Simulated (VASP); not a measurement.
# MnF2 (P4_2/mnm) in VASP: a series of runs, part 2 of 2

VASP 6.6.1.

### Step 4. Single point, PBEsol+U, collinear spin, ferromagnetic start

INCAR reads:

```
ALGO = Normal
EDIFF = 1E-7
ENCUT = 520
GGA = PS
ISIF = 2
ISMEAR = 0
ISPIN = 2
LASPH = True
LCHARG = False
LDAU = True
LDAUJ = 0 0
LDAUL = 2 -1
LDAUPRINT = 1
LDAUTYPE = 2
LDAUU = 3 0
LMAXMIX = 4
LORBIT = 11
LREAL = False
LWAVE = False
MAGMOM = 1.25 1.25 0 0 0 0
NBANDS = 40
NELM = 150
NUPDOWN = 2.5
PREC = Accurate
SIGMA = 0.05
```

KPOINTS reads:

```
k-points
0
Gamma
  4 4 6
```

POSCAR reads:

```
MnF2
1.0
    4.8733996600      0.0000000000      0.0000000000
    0.0000000000      4.8733996600      0.0000000000
    0.0000000000      0.0000000000      3.3098997700
Mn F
2 4
Direct
    0.0000000000      0.0000000000      0.0000000000
    0.5000000000      0.5000000000      0.5000000000
    0.3050000000      0.3050000000      0.0000000000
    0.1950000000      0.8050000000      0.5000000000
    0.6950000000      0.6950000000      0.0000000000
    0.8050000000      0.1950000000      0.5000000000
```

Potentials or basis: VASP PAW PBE potentials, release 64 (Mn_pv, F).

Command:

```bash
> cat potpaw_PBE.64/Mn_pv/POTCAR potpaw_PBE.64/F/POTCAR > POTCAR
> mpirun -np 1 vasp_std > vasp.out
```

OUTCAR:

```text
EDIFF = 1E-7
   ENCUT = 520
   GGA = PS
   ISIF = 2
   ISMEAR = 0
   ISPIN = 2
   LASPH = True
   LORBIT = 11
   LREAL = False
   NELM = 150
   NUPDOWN = 2.5
   PREC = Accurate

 ion  position               nearest neighbor table
   1  0.000  0.000  0.000-   3 2.10   5 2.10   4 2.13   6 2.13   4 2.13   6 2.13
   2  0.500  0.500  0.500-   4 2.10   6 2.10   5 2.13   3 2.13   3 2.13   5 2.13
   3  0.305  0.305  0.000-   1 2.10   2 2.13   2 2.13
   4  0.195  0.805  0.500-   2 2.10   1 2.13   1 2.13
   5  0.695  0.695  0.000-   1 2.10   2 2.13   2 2.13
   6  0.805  0.195  0.500-   2 2.10   1 2.13   1 2.13

  LATTYP: Found a simple tetragonal cell.
 ALAT       =     4.8733996600
[... 2326 lines left out ...]
      0.00000      0.00000      0.00000         0.000000     -0.000000      0.000000
      2.43670      2.43670      1.65495         0.000000     -0.000000      0.000000
      1.48639      1.48639      0.00000         0.259190      0.259190     -0.000000
      0.95031      3.92309      1.65495        -0.259190      0.259190     -0.000000
      3.38701      3.38701      0.00000        -0.259190     -0.259190      0.000000
      3.92309      0.95031      1.65495         0.259190     -0.259190      0.000000
 -----------------------------------------------------------------------------------
    total drift:                                0.000000      0.000000      0.000000

  FREE ENERGIE OF THE ION-ELECTRON SYSTEM (eV)
  ---------------------------------------------------
  free  energy   TOTEN  =       -32.5851588263 eV

  energy  without entropy=      -32.5672246130  energy(sigma->0) =      -32.57619172

 total charge

# of ion       s       p       d       tot
------------------------------------------
    1        0.161   6.140   5.015  11.316
    2        0.161   6.140   5.015  11.316
    3        1.728   4.332   0.000   6.060
    4        1.728   4.332   0.000   6.060
    5        1.728   4.332   0.000   6.060
    6        1.728   4.332   0.000   6.060
--------------------------------------------------
tot          7.235  29.609  10.030  46.874

 magnetization (x)

# of ion       s       p       d       tot
------------------------------------------
    1        0.005   0.004   1.183   1.192
    2        0.005   0.004   1.183   1.192
    3        0.002   0.001   0.000   0.002
    4        0.002   0.001   0.000   0.002
    5        0.002   0.001   0.000   0.002
    6        0.002   0.001   0.000   0.002
--------------------------------------------------
tot          0.016   0.012   2.366   2.394
```

OSZICAR:

```text
N       E                     dE             d eps       ncg     rms          rms(c)
DAV:   1     0.670067499701E+03    0.67007E+03   -0.29626E+04  3904   0.151E+03
DAV:   2     0.263441323933E+02   -0.64372E+03   -0.60525E+03  4008   0.456E+02
DAV:   3    -0.310459534647E+02   -0.57390E+02   -0.56377E+02  4480   0.146E+02
[... 18 lines left out ...]
DAV:  22    -0.325851388632E+02   -0.12737E-04   -0.51395E-05  3880   0.492E-02    0.348E-02
DAV:  23    -0.325851418175E+02   -0.29543E-05   -0.22600E-04  5096   0.475E-02    0.130E-02
DAV:  24    -0.325851581396E+02   -0.16322E-04   -0.44238E-05  4408   0.288E-02    0.412E-03
DAV:  25    -0.325851586860E+02   -0.54640E-06   -0.40206E-06  4528   0.787E-03    0.177E-03
DAV:  26    -0.325851588222E+02   -0.13614E-06   -0.23748E-07  3136   0.248E-03    0.112E-03
DAV:  27    -0.325851588263E+02   -0.41337E-08   -0.97497E-08  1952   0.113E-03
   1 F= -.32585159E+02 E0= -.32576192E+02  d E =-.179342E-01  mag=     2.5000
```

Run time: 3.2 min. Hardware: 1 thread of Intel Xeon Platinum 8259CL at 2.50GHz (Skylake/Cascade Lake), shared host; peak memory 0.27 GiB.

What came out:

```yaml
Free_energy: -32.5852 eV
Pressure: -12.8 GPa
Largest_force: 0.367 eV/Å
Net_moment: 2.50 μB per cell
Site_moments: Mn +1.19; F +0.00 μB
Valence_electrons_inside_the_program's_atomic_spheres: Mn 11.32; F 6.06
```

Forces on the atoms (eV/Å):
```
Mn   0.000  0.000  0.000
Mn   0.000  0.000  0.000
F    0.259  0.259  0.000
F   -0.259  0.259  0.000
F   -0.259 -0.259  0.000
F    0.259 -0.259  0.000
```

Stress tensor (GPa, compression positive):
```
-11.04   0.00   0.00
  0.00 -11.04   0.00
  0.00   0.00 -16.41
```

Eigenvalues of the final occupation matrices:
| site | spin | trace | eigenvalues |
| --- | --- | --- | --- |
| site 1 d | 1 | 3.11 | 0.08 0.21 0.93 0.94 0.94 |
| site 1 d | 2 | 1.93 | 0.02 0.08 0.08 0.81 0.93 |
| site 2 d | 1 | 3.11 | 0.08 0.21 0.93 0.94 0.94 |
| site 2 d | 2 | 1.93 | 0.02 0.08 0.08 0.81 0.93 |

Caveat: the stress differs along the axes, from -16 to -11 GPa; the PAW data sets were made with another functional, which shifts forces and pressure a little; the total moment is fixed, so each spin has its own Fermi level and the state may be an excited one; the run started ferromagnetic, and an antiferromagnetic order may lie lower in energy. The state reached can hang on the start; a lower one may exist.

### Step 5. Single point, PBEsol+U, collinear spin, ferromagnetic start

INCAR reads:

```
SYSTEM = MnF2
PREC = Accurate
ENCUT = 700
EDIFF = 1E-6
ISMEAR = 0
SIGMA = 0.05
LREAL = .FALSE.
LASPH = .TRUE.
NELM = 200
ALGO = Normal
ISIF = 2
LWAVE = .FALSE.
LCHARG = .TRUE.
ISPIN = 2
MAGMOM = 2.5 2.5 0 0 0 0
LORBIT = 11
NUPDOWN = 5.0
LMAXMIX = 4
LDAU = .TRUE.
LDAUTYPE = 2
LDAUL = 2 -1
LDAUU = 3 0
LDAUJ = 0 0
LDAUPRINT = 1
GGA = PS
LELF = .TRUE.
LVHAR = .TRUE.
NBANDS = 42
GGA_COMPAT = .FALSE.
```

KPOINTS reads:

```
Automatic mesh
0
G
  4 4 6
  0 0 0
```

POSCAR is that of step 4.

Potentials or basis: VASP PAW PBE potentials, release 64 (Mn_sv, F).

Command:

```bash
> cat potpaw_PBE.64/Mn_sv/POTCAR potpaw_PBE.64/F/POTCAR > POTCAR
> mpirun -np 1 vasp_std > vasp.out
```

Wall time 13 min (1 thread of Intel Xeon Platinum 8259CL at 2.50GHz (Skylake/Cascade Lake), shared host); peak memory 0.38 GiB.

It converged, with:

```
Free energy                                           : -32.9677 eV
Pressure                                              : -11.2 GPa
Largest force                                         : 0.556 eV/Å
Net moment                                            : 5.00 μB per cell
Site moments                                          : Mn +2.32; F +0.00 μB
Valence electrons inside the program's atomic spheres : Mn 12.84; F 6.06
```

Forces on the atoms (eV/Å):
```
Mn   0.000  0.000  0.000
Mn   0.000  0.000  0.000
F   -0.393 -0.393  0.000
F    0.393 -0.393  0.000
F    0.393  0.393  0.000
F   -0.393  0.393  0.000
```

Stress tensor (GPa, compression positive):
```
-13.48   0.00   0.00
  0.00 -13.48   0.00
  0.00   0.00  -6.70
```

Eigenvalues of the final occupation matrices:
```
    site  spin  trace               eigenvalues
site 1 d     1   3.55  0.12 0.72 0.88 0.91 0.91
site 1 d     2   1.23  0.01 0.01 0.04 0.31 0.86
site 2 d     1   3.55  0.12 0.72 0.88 0.91 0.91
site 2 d     2   1.23  0.01 0.01 0.04 0.31 0.86
```

Caveat: the stress differs along the axes, from -13 to -7 GPa; the PAW data sets were made with another functional, which shifts forces and pressure a little; the total moment is fixed, so each spin has its own Fermi level and the state may be an excited one; the run started ferromagnetic, and an antiferromagnetic order may lie lower in energy. The state reached can hang on the start; a lower one may exist.

### Step 6. Overview

| potentials or basis | fixed moment (μB) | cutoff (eV) | pressure (GPa) | moment (μB) | largest force (eV/Å) |
| --- | --- | --- | --- | --- | --- |
| VASP PAW PBE potentials, release 64 (Mn_pv, F) | - | 520 | 0.4 | 10.00 | 0.01 |
| VASP PAW PBE potentials, release 64 (Mn_pv, F) | 2.5 | 520 | -12.8 | 2.50 | 0.37 |
| VASP PAW PBE potentials, release 64 (Mn_sv, F) | 5.0 | 700 | -11.2 | 5.00 | 0.56 |

Alike in all rows: task single point; level PBEsol+U; spin collinear, ferromagnetic start; Mn d U = 3.0 eV; cell as given; k mesh 4 × 4 × 6; smearing gaussian 0.05 eV.

Caveats: the PAW data sets were made with another functional, which shifts forces and pressure a little; the run started ferromagnetic, and an antiferromagnetic order may lie lower in energy; the total moment is fixed, so each spin has its own Fermi level and the state may be an excited one (at least some runs); the stress differs along the axes, from -16 to -11 GPa (at least some runs); the stress differs along the axes, from -13 to -7 GPa (at least some runs).

Absolute energies hang on the potentials; compare differences alone.
